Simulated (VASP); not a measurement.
**BiB (CsCl type): single point with PBE**

The system is BiB (CsCl type).

```
B Bi
1.0
     3.36228    0.00000    0.00000
     0.00000    3.36228    0.00000
     0.00000    0.00000    3.36228
B Bi
1 1
Direct
  0.00000 0.00000 0.00000
  0.50000 0.50000 0.50000
```

- Program: VASP 6.6.1
- Task: single point
- Functional: PBE
- Potentials or basis: VASP PAW PBE potentials, release 64 (B, Bi_d)
- Cutoff: 520 eV
- k mesh: 13 × 13 × 13
- Occupations: fermi-dirac, width 0.05 eV
- Spin: no spin polarisation
- Dipole correction: no
- Further INCAR settings: ALGO = Normal; EDIFF = 1e-06; NBANDS = 16

```
Pressure               : -0.1 GPa
Band gap on the k mesh : zero (bands 9 and 10 overlap by 4.23 eV)
```

Levels at points of the mesh, in eV from the Fermi level:
```
           k point  band 6  band 7  band 8  band 9  band 10  band 11  band 12  band 13
(0.00, 0.00, 0.00)  -13.95   -2.51   -0.59   -0.59    -0.59     5.81     5.81     7.75
```

Run time: 29 s on 1 thread of Intel(R) Xeon(R) Platinum 8375C CPU @ 2.90GHz (Ice Lake), with other jobs on the host, peak memory 0.19 GiB.

Caveat: spin-orbit coupling is left out, which moves the levels of the heavy elements.
